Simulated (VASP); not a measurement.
CuO2: single point with PBEsol

Crystal: CuO2.

```
Cu O
1.0
     1.41261   -5.21075    0.00000
     1.41261    5.21075    0.00000
     0.00000    0.00000    4.34342
Cu O
2 4
Direct
  0.83275 0.16725 0.25000
  0.16725 0.83275 0.75000
  0.44851 0.55149 0.25000
  0.55149 0.44851 0.75000
  0.21103 0.78897 0.25000
  0.78897 0.21103 0.75000
```

```yaml
Program: VASP 6.6.1
Task: single point
Functional: PBEsol
Potentials_or_basis: VASP PAW PBE potentials, release 64 (Cu, O)
Cutoff: 520 eV
k_mesh: 14 × 14 × 8
Occupations: gaussian, width 0.1 eV
Spin: no spin polarisation
Dipole_correction: no
Further_INCAR_settings: ALGO = Normal; EDIFF = 1e-06; NBANDS = 32
```

The pressure is -7.8 GPa. The largest force is 0.449 eV/Å and the band gap on the k mesh is zero (bands 23 and 24 overlap by 0.49 eV).

Forces in eV/Å, atoms in the order of the input:
```
Cu   0.000  0.025  0.000
Cu   0.000 -0.025  0.000
O    0.000  0.212  0.000
O    0.000 -0.212  0.000
O    0.000 -0.449  0.000
O    0.000  0.449  0.000
```

Stress tensor (GPa, compression positive):
```
-8.82  0.00  0.00
 0.00 -7.47  0.00
 0.00  0.00 -7.06
```

Levels at points of the mesh, in eV from the Fermi level:
```
           k point  band 20  band 21  band 22  band 23  band 24  band 25  band 26  band 27
(0.00, 0.00, 0.00)    -1.32    -1.09    -1.07    -0.60    -0.09     0.97     1.25     5.91
(0.50, 0.00, 0.00)    -1.90    -1.89    -1.72    -1.35     0.34     0.61     0.69    10.10
(0.50, 0.50, 0.00)    -1.52    -1.24    -1.20    -0.98     0.37     1.12     1.25     7.46
(0.00, 0.00, 0.50)    -1.67    -1.00    -1.00     0.29     0.29     1.11     1.11     8.49
(0.50, 0.00, 0.50)    -2.82    -0.80    -0.80     0.26     0.26     0.76     0.76     9.89
(0.50, 0.50, 0.50)    -1.91    -0.55    -0.55     0.06     0.06     1.21     1.21     9.30
```

It took 8.4 min on 1 thread of AMD EPYC 9R45 96-Core Processor (Zen 5) (shared host), peak memory 0.52 GiB.

Caveat: the cell stands under tension; the PAW data sets were made with another functional, which shifts forces and pressure a little; semilocal functionals often make such compounds metallic where correlation or magnetic order opens a gap, which also shifts bond lengths. With open d or f shells a metallic result of PBEsol can be an artefact of self-interaction; +U or a hybrid may open a gap.
